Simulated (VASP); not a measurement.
# HgTe (zincblende type) (F-43m) in VASP: further runs

The runs below take HgTe (zincblende type) through single point, with LDA.

All numbers are computed with VASP 6.6.1; they aren't measurements. Logs are shortened: lines on timing, memory, paths and dates and some standing lists are left out, and cuts for length are marked.

### 1 The cell of the first run

It takes space group F-43m (No. 216, cubic). The conventional cell has a = 5.271 Å, b = 5.271 Å, c = 5.271 Å, α = 90.00°, β = 90.00°, γ = 90.00°. Within 3.0 Å of Hg (site symmetry -43m) lie 4 Te at 2.28 Å. Within 3.0 Å of Te (site symmetry -43m) lie 4 Hg at 2.28 Å.

### 2 Single point, LDA (18.31 Å³/atom)

Input file POSCAR:

```
HgTe
1.0
    0.0000000000      2.6357094688      2.6357094688
    2.6357094688      0.0000000000      2.6357094688
    2.6357094688      2.6357094688      0.0000000000
Hg Te
1 1
Direct
    0.0000000000      0.0000000000      0.0000000000
    0.2500000000      0.2500000000      0.2500000000
```

Input file INCAR.step1:

```
SYSTEM = HgTe
PREC = Accurate
ENCUT = 520
EDIFF = 1E-7
ISMEAR = -1
SIGMA = 0.05
LREAL = .False.
LASPH = .True.
NELM = 60
ALGO = Normal
ISIF = 2
LWAVE = .False.
LCHARG = .True.
GGA = CA
NBANDS = 16
```

Input file KPOINTS.step1:

```
regular mesh
0
Gamma
  11 11 11
  0 0 0
```

Input file INCAR.step2:

```
SYSTEM = HgTe
PREC = Accurate
ENCUT = 520
EDIFF = 1E-7
ISMEAR = -5
SIGMA = 0.05
LREAL = .False.
LASPH = .True.
NELM = 60
ALGO = Normal
ISIF = 2
LWAVE = .False.
LCHARG = .False.
GGA = CA
LORBIT = 11
NBANDS = 16
NEDOS = 2001
ICHARG = 11
```

Input file KPOINTS.step2:

```
regular mesh
0
Gamma
  17 17 17
  0 0 0
```

Potentials or basis: VASP PAW LDA potentials, release 64 (Hg, Te).

The run is started by

```bash
$ cat potpaw_LDA.64/Hg/POTCAR potpaw_LDA.64/Te/POTCAR > POTCAR
$ cp INCAR.step1 INCAR
$ cp KPOINTS.step1 KPOINTS
$ mpirun -np 1 vasp_std > vasp.out
$ cp INCAR.step2 INCAR
$ cp KPOINTS.step2 KPOINTS
$ mpirun -np 1 vasp_std > vasp.out
```

OUTCAR:

```text
SYSTEM = HgTe
   PREC = Accurate
   ENCUT = 520
   EDIFF = 1E-7
   ISMEAR = -5
   LREAL = .False.
   LASPH = .True.
   NELM = 60
   ISIF = 2
   GGA = CA
   LORBIT = 11
   ICHARG = 11

 ion  position               nearest neighbor table
   1  0.000  0.000  0.000-   2 2.28   2 2.28   2 2.28   2 2.28
   2  0.250  0.250  0.250-   1 2.28   1 2.28   1 2.28   1 2.28

  LATTYP: Found a face centered cubic cell.
 ALAT       =     5.2714189376

  Lattice vectors:

 A1 = (   0.0000000000,   2.6357094688,   2.6357094688)
 A2 = (   2.6357094688,   0.0000000000,   2.6357094688)
 A3 = (   2.6357094688,   2.6357094688,   0.0000000000)

Analysis of symmetry for initial positions (statically):
=====================================================================
 Subroutine PRICEL returns:
 Original cell was already a primitive cell.

 Routine SETGRP: Setting up the symmetry group for a
 face centered cubic supercell.

 Subroutine GETGRP returns: Found 24 space group operations
 (whereof 24 operations were pure point group operations)
 out of a pool of 48 trial point group operations.

The static configuration has the point symmetry T_d .

Analysis of symmetry for dynamics (positions and initial velocities):
=====================================================================
 Subroutine PRICEL returns:
 Original cell was already a primitive cell.

 Routine SETGRP: Setting up the symmetry group for a
 face centered cubic supercell.

 Subroutine GETGRP returns: Found 24 space group operations
 (whereof 24 operations were pure point group operations)
 out of a pool of 48 trial point group operations.

The dynamic configuration has the point symmetry T_d .

 Subroutine INISYM returns: Found 24 space group operations
 (whereof 24 operations are pure point group operations),
 and found     1 'primitive' translations

----------------------------------------------------------------------------------------

                                     Primitive cell

  volume of cell :      36.6204

  direct lattice vectors                    reciprocal lattice vectors
     0.000000000  2.635709469  2.635709469    -0.189702244  0.189702244  0.189702244
     2.635709469  0.000000000  2.635709469     0.189702244 -0.189702244  0.189702244
     2.635709469  2.635709469  0.000000000     0.189702244  0.189702244 -0.189702244

  length of vectors
     3.727456077  3.727456077  3.727456077     0.328573924  0.328573924  0.328573924

  position of ions in fractional coordinates (direct lattice)
     0.000000000  0.000000000  0.000000000
     0.250000000  0.250000000  0.250000000

  ion indices of the primitive-cell ions
   primitive index   ion index
                 1           1
                 2           2

----------------------------------------------------------------------------------------

 KPOINTS: regular mesh

Automatic generation of k-mesh.
 Grid dimensions read from file:
 generate k-points for:   17   17   17

 Generating k-lattice:

  Cartesian coordinates                     Fractional coordinates (reciprocal lattice)
    -0.011158956  0.011158956  0.011158956     0.058823529  0.000000000  0.000000000
     0.011158956 -0.011158956  0.011158956     0.000000000  0.058823529  0.000000000
     0.011158956  0.011158956 -0.011158956     0.000000000  0.000000000  0.058823529

  Length of vectors
     0.019327878  0.019327878  0.019327878

  Shift w.r.t. Gamma in fractional coordinates (k-lattice)
     0.000000000  0.000000000  0.000000000

 TETIRR: Found    693 inequivalent tetrahedra from    29478

 Subroutine IBZKPT returns following result:
 ===========================================

 Found    165 irreducible k-points:

 Following reciprocal coordinates:
            Coordinates               Weight
  0.000000  0.000000  0.000000      1.000000
  0.058824  0.000000  0.000000      8.000000
  0.117647  0.000000  0.000000      8.000000
  0.176471  0.000000  0.000000      8.000000
  0.235294  0.000000  0.000000      8.000000
  0.294118  0.000000  0.000000      8.000000
[... 16 lines left out ...]
 -0.176471  0.058824  0.000000     24.000000
 -0.117647  0.058824  0.000000     24.000000
 [... further k-points ...]
   k-points           NKPTS =    165   k-points in BZ     NKDIM =    165   number of bands    NBANDS=     16
   number of dos      NEDOS =   2001   number of ions     NIONS =      2
   total plane-waves  NPLWV =  21952
   dimension x,y,z NGX =    28 NGY =   28 NGZ =   28
   dimension x,y,z NGXF=    56 NGYF=   56 NGZF=   56
   ions per type =               1   1
   NGX,Y,Z   is equivalent  to a cutoff of  12.49, 12.49, 12.49 a.u.
   NGXF,Y,Z  is equivalent  to a cutoff of  24.98, 24.98, 24.98 a.u.
 SYSTEM =  HgTe
   PREC   = accura    normal or accurate (medium, high low for compatibility)
   ISTART =      0    job   : 0-new  1-cont  2-samecut
   ICHARG =     11    charge: 1-file 2-atom 10-const
   ISPIN  =      1    spin polarized calculation?
   LNONCOLLINEAR =      F non collinear calculations
   LSORBIT =      F    spin-orbit coupling
   LASPH  =      T    aspherical Exc in radial PAW
   ENCUT  =  520.0 eV  38.22 Ry    6.18 a.u.   6.93  6.93  6.93*2*pi/ulx,y,z
   NELM   =     60;   NELMIN=  2; NELMDL=  0     # of ELM steps
   EDIFF  = 0.1E-06   stopping-criterion for ELM
   LREAL  =      F    real-space projection
   EDIFFG = 0.1E-05   stopping-criterion for IOM
   NSW    =      0    number of steps for IOM
   IBRION =     -1    ionic relax: 0-MD 1-quasi-New 2-CG
   NFREE  =      0    steps in history (QN), initial steepest desc. (CG)
   ISIF   =      2    stress and relaxation
   ISYM   =      2    0-nonsym 1-usesym 2-fastsym
   POTIM  = 0.5000    time-step for ionic-motion
   TEBEG  =    0.0;   TEEND  =   0.0 temperature during run
   PSTRESS=    0.0 pullay stress
   NELECT =      18.0000    total number of electrons
   NUPDOWN=      -1.0000    fix difference up-down
   EMIN   =  10.00;   EMAX   =-10.00  energy-range for DOS
   EFERMI =   0.00;   METHOD = LEGACY
   ISMEAR =    -5;   SIGMA  =   0.05  broadening in eV -4-tet -1-fermi 0-gaus
   EFERMI_NEDOS =   21; number of points for ismear=-14 and -15
   IALGO  =     38    algorithm
   IMIX   =      4    mixing-type and parameters
     AMIX     =   0.40;   BMIX     =  1.00
     AMIX_MAG =   1.60;   BMIX_MAG =  1.00
  volume/ion in A,a.u.               =      18.31       123.56
  Fermi-wavevector in a.u.,A,eV,Ry     =   1.291987  2.441501 22.711257  1.669230
  Thomas-Fermi vector in A             =   2.423723
   LORBIT       =     11    0 simple, 1 ext, 2 COOP (PROOUT), +10 PAW based schemes
   GGA     = CA    functional components
   LHFCALC =     F    Hartree Fock is set to
   AEXX    =    0.0000 exact exchange contribution
   IVDW    =     0    specifies the selected vdW correction
   LEPSILON=     F    determine dielectric tensor
   LRPA    =     F    only Hartree local field effects (RPA)
 non-spin polarized calculation
 Fermi weights with tetrahedron method with Bloechl corrections
  energy-cutoff  :      520.00
  volume of cell :       36.62
 maximum number of plane-waves:      1006

 number of electron      18.0000001 magnetization

 Free energy of the ion-electron system (eV)
  ---------------------------------------------------
  ext. energy  EPLUGINS =         0.00000000
  ---------------------------------------------------
  free energy    TOTEN  =         1.82886892 eV

  energy without entropy =        1.82886892  energy(sigma->0) =        1.82886892

 E-fermi :  12.5619     XC(G=0): -12.0389

 val. band max:       12.6724261332   @ k =   0.0000   0.0000   0.0000
 cond. band min:      12.5197580004   @ k =   0.3529   0.3529   0.0000
 fundamental gap:     -0.1526681328
 Fermi energy:        12.5618756499

 k-point     1 :       0.0000    0.0000    0.0000
  band No.  band energies     occupation
      1      -6.5392      2.00000
      2      -0.8934      2.00000
      3      -0.8934      2.00000
      4      -0.8934      2.00000
      5       0.6614      2.00000
      6       0.6614      2.00000
[... 8 lines left out ...]
     15      20.5601      0.00000
     16      20.5601      0.00000

 k-point     2 :       0.0588    0.0000    0.0000
  band No.  band energies     occupation
      1      -6.4922      2.00000
      2      -0.8983      2.00000
      3      -0.8780      2.00000
      4      -0.8780      2.00000
      5       0.6563      2.00000
      6       0.6563      2.00000
[... 8 lines left out ...]
     15      20.4059      0.00000
     16      20.4070      0.00000

 k-point     3 :       0.1176    0.0000    0.0000
  band No.  band energies     occupation
      1      -6.3550      2.00000
      2      -0.9061      2.00000
      3      -0.8347      2.00000
      4      -0.8347      2.00000
      5       0.6434      2.00000
      6       0.6434      2.00000
[... 8 lines left out ...]
     15      20.1340      0.00000
     16      20.1340      0.00000

 k-point     4 :       0.1765    0.0000    0.0000
  band No.  band energies     occupation
      1      -6.1396      2.00000
      2      -0.8958      2.00000
      3      -0.7719      2.00000
      4      -0.7719      2.00000
      5       0.6301      2.00000
      6       0.6301      2.00000
[... 8 lines left out ...]
     15      19.9875      0.00000
     16      19.9875      0.00000

 k-point     5 :       0.2353    0.0000    0.0000
  band No.  band energies     occupation
      1      -5.8682      2.00000
      2      -0.8344      2.00000
      3      -0.7025      2.00000
      4      -0.7025      2.00000
      5       0.6261      2.00000
      6       0.6261      2.00000
[... 8 lines left out ...]
     15      20.0980      0.00000
     16      20.0980      0.00000

 k-point     6 :       0.2941    0.0000    0.0000
  band No.  band energies     occupation
      1      -5.5747      2.00000
      2      -0.6789      2.00000
      3      -0.6404      2.00000
      4      -0.6404      2.00000
      5       0.6388      2.00000
      6       0.6388      2.00000
[... 8 lines left out ...]
     15      20.4940      0.00000
     16      20.4940      0.00000
[... 267 lines left out ...]
 k-point    21 :      -0.2941    0.0588    0.0000
  band No.  band energies     occupation
      1      -5.4476      2.00000
      2      -0.6557      2.00000
      3      -0.6168      2.00000
      4      -0.5504      2.00000
      5       0.6040      2.00000
      6       0.6948      2.00000
[... 8 lines left out ...]
     15      20.1503      0.00000
     16      21.6452      0.00000

 k-point    22 :      -0.2353    0.0588    0.0000
  band No.  band energies     occupation
      1      -5.7362      2.00000
      2      -0.8135      2.00000
      3      -0.6781      2.00000
      4      -0.6402      2.00000
      5       0.5870      2.00000
      6       0.6695      2.00000
[... 8 lines left out ...]
     15      19.6774      0.00000
     16      21.0394      0.00000

 k-point    23 :      -0.1765    0.0588    0.0000
  band No.  band energies     occupation
      1      -6.0165      2.00000
      2      -0.8971      2.00000
      3      -0.7479      2.00000
      4      -0.7107      2.00000
      5       0.5921      2.00000
      6       0.6588      2.00000
[... 8 lines left out ...]
     15      19.5015      0.00000
     16      20.6409      0.00000

 k-point    24 :      -0.1176    0.0588    0.0000
  band No.  band energies     occupation
      1      -6.2514      2.00000
      2      -0.9189      2.00000
      3      -0.8126      2.00000
      4      -0.7809      2.00000
      5       0.6122      2.00000
      6       0.6585      2.00000
[... 8 lines left out ...]
     15      19.6214      0.00000
     16      20.3081      0.00000

 [... further k-points ...]

------------------------ aborting loop because EDIFF is reached ----------------------------------------

  FORCE on cell =-STRESS in cart. coord.  units (eV):
  Direction    XX          YY          ZZ          XY          YZ          ZX
  --------------------------------------------------------------------------------------
  -------------------------------------------------------------------------------------
  Total       30.1414571     30.1414571     30.1414571     -0.0000000      0.0000000      0.0000000
  in kB     1318.7188657   1318.7188657   1318.7188657     -0.0000000      0.0000000      0.0000000
  external PRESSURE =    1318.7188657 kB  Pullay stress =       0.0000000 kB

 VOLUME and BASIS-vectors are now :
 -----------------------------------------------------------------------------
  energy-cutoff  :      520.00
  volume of cell :       36.62
      direct lattice vectors                 reciprocal lattice vectors
     0.000000000  2.635709469  2.635709469    -0.189702244  0.189702244  0.189702244
     2.635709469  0.000000000  2.635709469     0.189702244 -0.189702244  0.189702244
     2.635709469  2.635709469  0.000000000     0.189702244  0.189702244 -0.189702244

 POSITION                                       TOTAL-FORCE (eV/Angst)
 -----------------------------------------------------------------------------------
      0.00000      0.00000      0.00000         0.000000      0.000000      0.000000
      1.31785      1.31785      1.31785        -0.000000     -0.000000     -0.000000
 -----------------------------------------------------------------------------------
    total drift:                               -0.000001     -0.000001     -0.000001

  FREE ENERGIE OF THE ION-ELECTRON SYSTEM (eV)
  ---------------------------------------------------
  free  energy   TOTEN  =         1.8288689181 eV

  energy  without entropy=        1.8288689181  energy(sigma->0) =        1.82886892

 total charge

# of ion       s       p       d       tot
------------------------------------------
    1        0.970   1.264   9.496  11.730
    2        1.370   2.466   0.217   4.052
--------------------------------------------------
tot          2.340   3.730   9.713  15.782
```

Run time: 2.1 min. Hardware: 1 thread of Intel Xeon 8259CL, shared host; peak memory 0.22 GiB.

What came out:

```
Valence electrons inside the program's atomic spheres : Hg 11.73; Te 4.05
```

Caveat: spin-orbit coupling is left out, which moves the levels of the heavy elements; tetrahedron occupations give inexact forces and stress in metals.

### 3 Single point, LDA (33.29 Å³/atom)

This run uses another cell than the first one, of 33.29 Å³/atom.

Input file POSCAR:

```
HgTe
1.0
    0.0000000000      3.2169425638      3.2169425638
    3.2169425638      0.0000000000      3.2169425638
    3.2169425638      3.2169425638      0.0000000000
Hg Te
1 1
Direct
    0.0000000000      0.0000000000      0.0000000000
    0.2500000000      0.2500000000      0.2500000000
```

Input file INCAR.step1:

```
ALGO = Normal
EDIFF = 1E-6
ENCUT = 520
ISIF = 2
ISMEAR = -1
LASPH = True
LCHARG = True
LREAL = False
LWAVE = False
NBANDS = 16
NELM = 100
PREC = Accurate
SIGMA = 0.05
```

Input file KPOINTS.step1:

```
k-points
0
Gamma
  11 11 11
```

Input file INCAR.step2:

```
ALGO = Normal
EDIFF = 1E-6
ENCUT = 520
ICHARG = 11
ISIF = 2
ISMEAR = -5
LASPH = True
LCHARG = False
LORBIT = 11
LREAL = False
LWAVE = False
NBANDS = 16
NEDOS = 2001
NELM = 100
PREC = Accurate
SIGMA = 0.05
```

Input file KPOINTS.step2:

```
k-points
0
Gamma
  17 17 17
```

Potentials or basis: VASP PAW LDA potentials, release 64 (Hg, Te).

The run is started by

```bash
$ cat potpaw_LDA.64/Hg/POTCAR potpaw_LDA.64/Te/POTCAR > POTCAR
$ cp INCAR.step1 INCAR
$ cp KPOINTS.step1 KPOINTS
$ mpirun -np 1 vasp_std > vasp.out
$ cp INCAR.step2 INCAR
$ cp KPOINTS.step2 KPOINTS
$ mpirun -np 1 vasp_std > vasp.out
```

It took 3.3 min on 1 thread of Intel Xeon 8259CL, shared host; peak memory 0.31 GiB.

Results (log left out):

```
Valence electrons inside the program's atomic spheres : Hg 10.55; Te 3.39
```

Levels at points of the mesh, in eV from the Fermi level:
| k point | band 7 | band 8 | band 9 | band 10 | band 11 | band 12 |
| --- | --- | --- | --- | --- | --- | --- |
| (0.00, 0.00, 0.00) | -0.83 | 0.00 | 0.00 | 0.00 | 4.13 | 4.13 |

Caveat: spin-orbit coupling is left out, which moves the levels of the heavy elements; tetrahedron occupations give inexact forces and stress in metals.
